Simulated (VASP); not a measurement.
Here is a VASP 6.6.1 calculation.

File INCAR:

```
  PREC = Accurate
  ENCUT = 520
  EDIFF = 1E-6
  ISMEAR = 0
  SIGMA = 0.1
  LREAL = F
  LASPH = T
  NELM = 100
  ALGO = Normal
  ISIF = 2
  LWAVE = F
  LCHARG = F
  GGA = PS
  NBANDS = 50
```

KPOINTS

```
regular mesh
0
Gamma
  9 9 8
```

POSCAR

```
Ta2N
1.0
    5.2637138401      0.0000000029      0.0000000000
   -2.6318569225      4.5585099024      0.0000000000
    0.0000000000      0.0000000000      4.9121278541
Ta N
6 3
Direct
    0.6669705071      0.6669705071      0.7526724734
    0.0000000000      0.3330294929      0.7526724734
    0.3330294929      0.0000000000      0.7526724734
    0.3330294929      0.3330294929      0.2473275266
    0.0000000000      0.6669705071      0.2473275266
    0.6669705071      0.0000000000      0.2473275266
    0.6666666667      0.3333333333      0.5000000000
    0.3333333333      0.6666666667      0.5000000000
    0.0000000000      0.0000000000      0.0000000000
```

Potentials or basis: VASP PAW PBE potentials, release 64 (Ta_pv, N).

Run with:

```sh
$ cat potpaw_PBE.64/Ta_pv/POTCAR potpaw_PBE.64/N/POTCAR > POTCAR
$ mpirun -np 1 vasp_std > vasp.out
```

Task: Estimate the largest force.

Result: 0.017 eV/Å.

Task: Predict the pressure.

Result: 0.6 GPa.

Forces in eV/Å, atoms in the order of the input:
```
Ta  -0.002 -0.003  0.017
Ta  -0.002  0.003  0.017
Ta   0.004  0.000  0.017
Ta   0.002  0.003 -0.017
Ta   0.002 -0.003 -0.017
Ta  -0.004  0.000 -0.017
N    0.000  0.000  0.000
N    0.000  0.000  0.000
N    0.000  0.000  0.000
```

Caveat: the PAW data sets were made with another functional, which shifts forces and pressure a little.
